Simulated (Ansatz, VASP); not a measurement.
**Two plane-wave programs on ZnSe3**

Contents of INCAR:

```
ALGO = Normal ; EDIFF = 1E-7
EDIFFG = -0.01 ; ENCUT = 500
GGA = PE ; GGA_COMPAT = F
IBRION = 2 ; ISIF = 3
ISMEAR = 0 ; LASPH = T
LCHARG = F ; LREAL = F
LWAVE = F ; NELM = 120
NELMIN = 4 ; NSW = 100
PREC = Accurate ; SIGMA = 0.1
```

Contents of KPOINTS:

```
k-points
0
Gamma
  12 12 12
```

File POSCAR:

```
ZnSe3
1.0
    4.3209656910      0.0000000000      0.0000000000
    0.0000000000      4.3209656910      0.0000000000
    0.0000000000      0.0000000000      4.3209656910
Zn Se
1 3
Direct
    0.0000000000      0.0000000000      0.0000000000
    0.5000000000      0.0000000000      0.5000000000
    0.0000000000      0.5000000000      0.5000000000
    0.5000000000      0.5000000000      0.0000000000
```

Input for Ansatz:

```yaml
crystal:
  lattice:
    - [4.320965691, 0.0, 0.0]
    - [0.0, 4.320965691, 0.0]
    - [0.0, 0.0, 4.320965691]
  atoms:
    - { symbol: Zn, position: [0.0, 0.0, 0.0] }
    - { symbol: Se, position: [0.5, 0.0, 0.5] }
    - { symbol: Se, position: [0.0, 0.5, 0.5] }
    - { symbol: Se, position: [0.5, 0.5, 0.0] }
basis:
  ecutwfc: 420
kpoints:
  mp_grid: { grid: [12, 12, 12] }
hamiltonian:
  xc: pbe
scf:
  occupations: { method: gaussian, width: 0.1 }
output:
  forces: true
  stress: true
  eigenvalues: true
  write_density: true
  write_potential: true
  elf: true
  volumetric_format: npy
relax:
  adjacent_minimum: "off"
  f_tol: 0.01
  max_steps: 80
  cell: { stress_tol: 0.05 }
```

Change from the starting cell: species swapped into the PrSn3 type (Pm-3m, No. 221).

Alike in both runs: task relaxation of cell and atoms; functional PBE; k mesh 12 × 12 × 12; occupations gaussian, width 0.1 eV; no spin polarisation.

|  | VASP | Ansatz |
| --- | --- | --- |
| version | VASP 6.6.1 | Ansatz 0.2.0 |
| potentials or method | VASP PAW PBE potentials, release 64 (Zn, Se), cutoff 500 eV | scalar-relativistic, plane waves, PAW |
| valence electrons in the cell | 30 | 60 |

Ansatz gave:

```
gap on the k mesh at the Fermi level, each at its own relaxed structure (eV) : none
relaxed volume (Å³/atom)                                                     : 20.25
relaxed length of the cell vector where the two differ most in proportion (Å)              : 4.327
```

Which values does VASP return?

gap on the k mesh at the Fermi level, each at its own relaxed structure (eV): none; relaxed volume (Å³/atom): 20.28; relaxed length of the cell vector where the two differ most in proportion (Å): 4.329.

A gap of «none» marks a metal or a gap that the smearing closes. VASP's potentials hold 30 valence electrons a cell and Ansatz's 60, so a difference there can come from the potentials and not from the codes.
